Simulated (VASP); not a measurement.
# Re (Fd-3m) in VASP: notebook

Runs on Re. Level: PBE. Tasks: single point.

Everything below comes from runs of VASP 6.6.1. Logs are shortened: lines on timing, memory, paths and dates and some standing lists are left out, and cuts for length are marked.

### Step 1. The cell of the first run

The structure is cubic, space group Fd-3m (No. 227). Conventional cell: a = 5.052 Å, b = 5.052 Å, c = 5.052 Å, α = 90.00°, β = 90.00°, γ = 90.00°. Re (site symmetry -43m) has 4 Re at 2.19 Å within 2.9 Å.

This isn't the form of Re at room conditions, which is hcp.

### Step 2. Single point, PBE

Contents of INCAR:

```
SYSTEM = Re
ALGO = Normal
EDIFF = 1E-6
ENCUT = 600
GGA = PE
GGA_COMPAT = .False.
ISIF = 2
ISMEAR = -1
LASPH = .True.
LCHARG = .False.
LREAL = .False.
LWAVE = .False.
NBANDS = 14
NELM = 120
PREC = Accurate
SIGMA = 0.1
```

Contents of KPOINTS:

```
k-points
0
Gamma
  13 13 13
  0 0 0
```

Contents of POSCAR:

```
Re
1.0
    0.0000000000      2.5261033606      2.5261033606
    2.5261033606      0.0000000000      2.5261033606
    2.5261033606      2.5261033606      0.0000000000
Re
2
Direct
   -0.1250000000     -0.1250000000     -0.1250000000
    0.1250000000      0.1250000000      0.1250000000
```

Potentials or basis: VASP PAW PBE potentials, release 64 (Re).

Command:

```
$ cat potpaw_PBE.64/Re/POTCAR > POTCAR
$ mpirun -np 1 vasp_std > vasp.out
```

OUTCAR:

```text
SYSTEM = Re
   EDIFF = 1E-6
   ENCUT = 600
   GGA = PE
   ISIF = 2
   ISMEAR = -1
   LASPH = .True.
   LREAL = .False.
   NELM = 120
   PREC = Accurate

 ion  position               nearest neighbor table
   1  0.875  0.875  0.875-   2 2.19   2 2.19   2 2.19   2 2.19
   2  0.125  0.125  0.125-   1 2.19   1 2.19   1 2.19   1 2.19

  LATTYP: Found a face centered cubic cell.
 ALAT       =     5.0522067212

  Lattice vectors:

 A1 = (   0.0000000000,   2.5261033606,   2.5261033606)
 A2 = (   2.5261033606,   0.0000000000,   2.5261033606)
 A3 = (   2.5261033606,   2.5261033606,   0.0000000000)

Analysis of symmetry for initial positions (statically):
=====================================================================
 Subroutine PRICEL returns:
 Original cell was already a primitive cell.

 Routine SETGRP: Setting up the symmetry group for a
 face centered cubic supercell.

 Subroutine GETGRP returns: Found 48 space group operations
 (whereof 12 operations were pure point group operations)
 out of a pool of 48 trial point group operations.

The static configuration has the point symmetry D_3d.
 The point group associated with its full space group is O_h .

Analysis of symmetry for dynamics (positions and initial velocities):
=====================================================================
 Subroutine PRICEL returns:
 Original cell was already a primitive cell.

 Routine SETGRP: Setting up the symmetry group for a
 face centered cubic supercell.

 Subroutine GETGRP returns: Found 48 space group operations
 (whereof 12 operations were pure point group operations)
 out of a pool of 48 trial point group operations.

The dynamic configuration has the point symmetry D_3d.
 The point group associated with its full space group is O_h .

 Subroutine INISYM returns: Found 48 space group operations
 (whereof 12 operations are pure point group operations),
 and found     1 'primitive' translations

----------------------------------------------------------------------------------------

                                     Primitive cell

  volume of cell :      32.2391

  direct lattice vectors                    reciprocal lattice vectors
     0.000000000  2.526103361  2.526103361    -0.197933310  0.197933310  0.197933310
     2.526103361  0.000000000  2.526103361     0.197933310 -0.197933310  0.197933310
     2.526103361  2.526103361  0.000000000     0.197933310  0.197933310 -0.197933310

  length of vectors
     3.572449633  3.572449633  3.572449633     0.342830550  0.342830550  0.342830550

  position of ions in fractional coordinates (direct lattice)
     0.875000000  0.875000000  0.875000000
     0.125000000  0.125000000  0.125000000

  ion indices of the primitive-cell ions
   primitive index   ion index
                 1           1
                 2           2

----------------------------------------------------------------------------------------

 KPOINTS: k-points

Automatic generation of k-mesh.
 Grid dimensions read from file:
 generate k-points for:   13   13   13

 Generating k-lattice:

  Cartesian coordinates                     Fractional coordinates (reciprocal lattice)
    -0.015225639  0.015225639  0.015225639     0.076923077  0.000000000  0.000000000
     0.015225639 -0.015225639  0.015225639     0.000000000  0.076923077  0.000000000
     0.015225639  0.015225639 -0.015225639     0.000000000  0.000000000  0.076923077

  Length of vectors
     0.026371581  0.026371581  0.026371581

  Shift w.r.t. Gamma in fractional coordinates (k-lattice)
     0.000000000  0.000000000  0.000000000

 Subroutine IBZKPT returns following result:
 ===========================================

 Found     84 irreducible k-points:

 Following reciprocal coordinates:
            Coordinates               Weight
  0.000000  0.000000  0.000000      1.000000
  0.076923  0.000000  0.000000      8.000000
  0.153846  0.000000  0.000000      8.000000
  0.230769  0.000000  0.000000      8.000000
  0.307692  0.000000  0.000000      8.000000
  0.384615  0.000000  0.000000      8.000000
[... 16 lines left out ...]
  0.384615  0.153846  0.000000     24.000000
  0.461538  0.153846  0.000000     24.000000
 [... further k-points ...]
   k-points           NKPTS =     84   k-points in BZ     NKDIM =     84   number of bands    NBANDS=     14
   number of dos      NEDOS =    301   number of ions     NIONS =      2
   total plane-waves  NPLWV =  27000
   dimension x,y,z NGX =    30 NGY =   30 NGZ =   30
   dimension x,y,z NGXF=    60 NGYF=   60 NGZF=   60
   ions per type =               2
   NGX,Y,Z   is equivalent  to a cutoff of  13.96, 13.96, 13.96 a.u.
   NGXF,Y,Z  is equivalent  to a cutoff of  27.92, 27.92, 27.92 a.u.
 SYSTEM =  Re
   PREC   = accura    normal or accurate (medium, high low for compatibility)
   ISTART =      0    job   : 0-new  1-cont  2-samecut
   ICHARG =      2    charge: 1-file 2-atom 10-const
   ISPIN  =      1    spin polarized calculation?
   LNONCOLLINEAR =      F non collinear calculations
   LSORBIT =      F    spin-orbit coupling
   LASPH  =      T    aspherical Exc in radial PAW
   ENCUT  =  600.0 eV  44.10 Ry    6.64 a.u.   7.14  7.14  7.14*2*pi/ulx,y,z
   NELM   =    120;   NELMIN=  2; NELMDL= -5     # of ELM steps
   EDIFF  = 0.1E-05   stopping-criterion for ELM
   LREAL  =      F    real-space projection
[... 7 lines left out ...]
   TEBEG  =    0.0;   TEEND  =   0.0 temperature during run
   PSTRESS=    0.0 pullay stress
   NELECT =      14.0000    total number of electrons
   NUPDOWN=      -1.0000    fix difference up-down
   EMIN   =  10.00;   EMAX   =-10.00  energy-range for DOS
   EFERMI =   0.00;   METHOD = LEGACY
   ISMEAR =    -1;   SIGMA  =   0.10  broadening in eV -4-tet -1-fermi 0-gaus
   EFERMI_NEDOS =   21; number of points for ismear=-14 and -15
   IALGO  =     38    algorithm
   IMIX   =      4    mixing-type and parameters
     AMIX     =   0.40;   BMIX     =  1.00
     AMIX_MAG =   1.60;   BMIX_MAG =  1.00
  volume/ion in A,a.u.               =      16.12       108.78
  Fermi-wavevector in a.u.,A,eV,Ry     =   1.239718  2.342728 20.910819  1.536902
  Thomas-Fermi vector in A             =   2.374190
   LORBIT       =      0    0 simple, 1 ext, 2 COOP (PROOUT), +10 PAW based schemes
   GGA     = PE    functional components
   LHFCALC =     F    Hartree Fock is set to
   AEXX    =    0.0000 exact exchange contribution
   IVDW    =     0    specifies the selected vdW correction
   LEPSILON=     F    determine dielectric tensor
   LRPA    =     F    only Hartree local field effects (RPA)
 non-spin polarized calculation
  energy-cutoff  :      600.00
  volume of cell :       32.24
 maximum number of plane-waves:      1086
 NGX is ok and might be reduce to    30
   NGX = 15   NGY = 15   NGZ = 15

 number of electron      14.0000000 magnetization

 Free energy of the ion-electron system (eV)
  ---------------------------------------------------
  ext. energy  EPLUGINS =         0.00000000
  ---------------------------------------------------
  free energy    TOTEN  =       -18.48163398 eV

  energy without entropy =      -18.44235973  energy(sigma->0) =      -18.46199686

 E-fermi :   6.8840     XC(G=0): -12.7058

 val. band max:        6.8808520016   @ k =  -0.3846   0.3077   0.0000
 cond. band min:       6.8887583880   @ k =  -0.3077   0.2308   0.0000
 fundamental gap:      0.0079063864
 Fermi energy:         6.8840337741

 k-point     1 :       0.0000    0.0000    0.0000
  band No.  band energies     occupation
      1      -1.7597      2.00000
      2       1.9094      2.00000
      3       1.9094      2.00000
      4       3.8186      2.00000
      5       3.8186      2.00000
      6       3.8186      2.00000
      7       7.7624      0.00031
      8       7.7624      0.00031
      9       7.7624      0.00031
     10      13.2219      0.00000
     11      13.2219      0.00000
     12      18.9436      0.00000
     13      20.7977      0.00000
     14      20.8020      0.00000

 k-point     2 :       0.0769    0.0000    0.0000
  band No.  band energies     occupation
      1      -1.6032      2.00000
      2       1.8385      2.00000
      3       1.8385      2.00000
      4       3.7840      2.00000
      5       3.9669      2.00000
      6       3.9669      2.00000
      7       7.4815      0.00507
      8       7.7180      0.00048
      9       7.7180      0.00048
     10      13.1910      0.00000
     11      13.1910      0.00000
     12      18.5882      0.00000
     13      20.8851      0.00000
     14      20.9187      0.00000

 k-point     3 :       0.1538    0.0000    0.0000
  band No.  band energies     occupation
      1      -1.1536      2.00000
      2       1.7187      2.00000
      3       1.7187      2.00000
      4       3.6972      2.00000
      5       4.2536      2.00000
      6       4.2536      2.00000
      7       6.7802      1.47702
      8       7.6605      0.00085
      9       7.6605      0.00085
     10      13.0908      0.00000
     11      13.0908      0.00000
     12      18.2290      0.00000
     13      21.1467      0.00000
     14      21.1767      0.00000
[... 324 lines left out ...]
 k-point    23 :       0.3846    0.1538    0.0000
  band No.  band energies     occupation
      1       0.9119      2.00000
      2       0.9868      2.00000
      3       2.8509      2.00000
      4       2.9457      2.00000
      5       3.4251      2.00000
      6       4.8576      2.00000
      7       5.9936      1.99973
      8       7.7837      0.00025
      9       9.1075      0.00000
     10      10.9949      0.00000
     11      13.0903      0.00000
     12      15.3273      0.00000
     13      18.4971      0.00000
     14      19.3209      0.00000

 k-point    24 :       0.4615    0.1538    0.0000
  band No.  band energies     occupation
      1       1.0415      2.00000
      2       1.4576      2.00000
      3       2.7189      2.00000
      4       2.7561      2.00000
      5       3.4291      2.00000
      6       4.6770      2.00000
      7       6.3427      1.99113
      8       8.2006      0.00000
      9       9.2233      0.00000
     10      11.2469      0.00000
     11      12.4469      0.00000
     12      13.3700      0.00000
     13      18.5258      0.00000
     14      19.1002      0.00000

 [... further k-points ...]

------------------------ aborting loop because EDIFF is reached ----------------------------------------

  FORCE on cell =-STRESS in cart. coord.  units (eV):
  Direction    XX          YY          ZZ          XY          YZ          ZX
  --------------------------------------------------------------------------------------
  -------------------------------------------------------------------------------------
  Total       22.0370488     22.0370488     22.0370488     -0.0000000      0.0000000      0.0000000
  in kB     1095.1678090   1095.1678090   1095.1678090     -0.0000000      0.0000000      0.0000000
  external PRESSURE =    1095.1678090 kB  Pullay stress =       0.0000000 kB

 VOLUME and BASIS-vectors are now :
 -----------------------------------------------------------------------------
  energy-cutoff  :      600.00
  volume of cell :       32.24
      direct lattice vectors                 reciprocal lattice vectors
     0.000000000  2.526103361  2.526103361    -0.197933310  0.197933310  0.197933310
     2.526103361  0.000000000  2.526103361     0.197933310 -0.197933310  0.197933310
     2.526103361  2.526103361  0.000000000     0.197933310  0.197933310 -0.197933310

 POSITION                                       TOTAL-FORCE (eV/Angst)
 -----------------------------------------------------------------------------------
      4.42068      4.42068      4.42068        -0.000000     -0.000000     -0.000000
      0.63153      0.63153      0.63153         0.000000      0.000000      0.000000
 -----------------------------------------------------------------------------------
    total drift:                               -0.000000      0.000000      0.000000

  FREE ENERGIE OF THE ION-ELECTRON SYSTEM (eV)
  ---------------------------------------------------
  free  energy   TOTEN  =       -18.4816339825 eV

  energy  without entropy=      -18.4423597329  energy(sigma->0) =      -18.46199686
```

It took 68 s on 1 thread of Intel Xeon 8259CL, shared host; peak memory 0.19 GiB.

What came out:

* Free energy: -18.4816 eV
* Pressure: 109.5 GPa
* Band gap on the k mesh: zero (bands 7 and 8 overlap by 1.66 eV)

Caveat: the cell stands under pressure; spin-orbit coupling is left out, which moves the levels of the heavy elements.

### Step 3. Single point, PBE

Contents of INCAR:

```
SYSTEM = Re
PREC = Accurate
ENCUT = 600
EDIFF = 1E-6
ISMEAR = -1
SIGMA = 0.1
LREAL = .FALSE.
LASPH = .TRUE.
NELM = 120
ALGO = Normal
ISIF = 2
LWAVE = .FALSE.
LCHARG = .FALSE.
GGA = PE
NBANDS = 14
GGA_COMPAT = .FALSE.
```

Contents of KPOINTS:

```
regular mesh
0
G
  13 13 13
  0 0 0
```

Contents of POSCAR:

```
Re
1.0
    0.0000000000      2.5253660813      2.5253660813
    2.5253660813      0.0000000000      2.5253660813
    2.5253660813      2.5253660813      0.0000000000
Re
2
Direct
   -0.1250000000     -0.1250000000     -0.1250000000
    0.1250000000      0.1250000000      0.1250000000
```

Potentials or basis: VASP PAW PBE potentials, release 64 (Re).

Command:

```
$ cat potpaw_PBE.64/Re/POTCAR > POTCAR
$ mpirun -np 1 vasp_std > vasp.out
```

It took 86 s on 1 thread of Intel Xeon 8259CL, shared host; peak memory 0.19 GiB.

Results (log left out):

| Property | Result |
| --- | --- |
| Free energy | -18.4623 eV |
| Pressure | 110.0 GPa |
| Band gap on the k mesh | zero (bands 7 and 8 overlap by 1.66 eV) |

Levels at points of the mesh, in eV from the Fermi level:
| k point | band 3 | band 4 | band 5 | band 6 | band 7 | band 8 | band 9 | band 10 | band 11 | band 12 |
| --- | --- | --- | --- | --- | --- | --- | --- | --- | --- | --- |
| (0.00, 0.00, 0.00) | -4.98 | -3.07 | -3.07 | -3.07 | 0.88 | 0.88 | 0.88 | 6.34 | 6.34 | 12.06 |

Caveat: the cell stands under pressure; spin-orbit coupling is left out, which moves the levels of the heavy elements.
